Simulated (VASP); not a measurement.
Write the native input for VASP 6.6.1 that does the following.

```
Task                   : relaxation of cell and atoms
Functional             : LDA
Potentials or basis    : VASP PAW LDA potentials, release 64 (Hf_pv, N)
Cutoff                 : 600 eV
k mesh                 : 11 × 11 × 11
Occupations            : methfessel-paxton, width 0.05 eV
Spin                   : no spin polarisation
Target pressure        : 2 GPa
Dipole correction      : no
Further INCAR settings : ALGO = Normal; EDIFF = 1e-06; IBRION = 2; EDIFFG = -0.02; NSW = 80; ISIF = 3
```

The structure of HfN lies in POSCAR:

```
HfN
1.0
    0.0000000000      2.4548220000      2.4548220000
    2.4548220000      0.0000000000      2.4548220000
    2.4548220000      2.4548220000      0.0000000000
Hf N
1 1
Direct
    0.0000000000      0.0000000000      0.0000000000
    0.7500000000      0.7500000000      0.7500000000
```

These files were run (other wordings do the same):

INCAR

```
PREC = Accurate
ENCUT = 600
EDIFF = 1E-6
ISMEAR = 1
SIGMA = 0.05
LREAL = False
LASPH = True
NELM = 80
ALGO = Normal
ISIF = 3
LWAVE = False
LCHARG = False
GGA = CA
IBRION = 2
NSW = 80
EDIFFG = -0.02
PSTRESS = 20.0
```

KPOINTS

```
regular mesh
0
Gamma
  11 11 11
```

Potentials or basis: VASP PAW LDA potentials, release 64 (Hf_pv, N).

The run is started by

```bash
$ cat potpaw_LDA.64/Hf_pv/POTCAR potpaw_LDA.64/N/POTCAR > POTCAR
$ mpirun -np 1 vasp_std > vasp.out
```

Results of the run:

| Item | Value |
| --- | --- |
| Relaxed volume | 13.93 Å³/atom |
| Relaxed cell | a = 3.403 Å, b = 3.403 Å, c = 3.403 Å, α = 60.00°, β = 60.00°, γ = 60.00° |
| Space group after relaxing (to 0.05 Å) | F-43m (No. 216) |
| Energy change on relaxing (the enthalpy is what falls) | -23.2 meV/atom |
| Ionic steps | 4 |
| Pressure after relaxing | 1.9 GPa |

Caveat: the cell is relaxed towards a set pressure, so the enthalpy falls and the energy may rise.

Wall time 61 s on 1 thread of Intel(R) Xeon(R) Platinum 8259CL CPU @ 2.50GHz (Skylake/Cascade Lake), on a shared host, peak memory 0.17 GiB.
